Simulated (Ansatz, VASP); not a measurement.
**Two plane-wave programs on AlN**

```
Al N
1.0
     3.07762    0.00000    0.00000
    -1.53881    2.66530    0.00000
     0.00000    0.00000    4.93317
Al N
2 2
Direct
  0.30522 0.66667 0.00173
  0.69478 0.33333 0.50173
  0.35820 0.66667 0.38327
  0.64180 0.33333 0.88327
```

Change from the starting cell: mode 4 frozen in at -0.088 Å, equal normal strain along x, y and z -0.0167.

Alike in both runs: task single point; functional PBE; k mesh 9 × 9 × 6; occupations gaussian, width 0.05 eV; no spin polarisation.

|  | VASP | Ansatz |
| --- | --- | --- |
| version | VASP 6.6.1 | Ansatz 0.2.0 |
| potentials or method | VASP PAW PBE potentials, release 64 (Al, N), cutoff 520 eV | scalar-relativistic, plane waves, PAW |
| valence electrons in the cell | 16 | 16 |

|  | VASP | Ansatz | Ansatz less VASP |
| --- | --- | --- | --- |
| gap on the k mesh at the Fermi level (eV) | 4.40 | 4.39 | -0.011 |
| least direct gap on the mesh (eV) | 4.40 | 4.39 | -0.011 |
| pressure (GPa) | 10.4 | 10.6 | +0.16 |
| traceless stress, the component that is largest in VASP (GPa) | 0.50 | 0.51 | +0.012 |
| rms of the force components (eV/Å) | 0.220 | 0.219 | -0.0010 |

Atom by atom the forces differ by 0.001 eV/Å (rms over components). With one functional, cell and mesh, what is left measures potentials, basis and numerics.
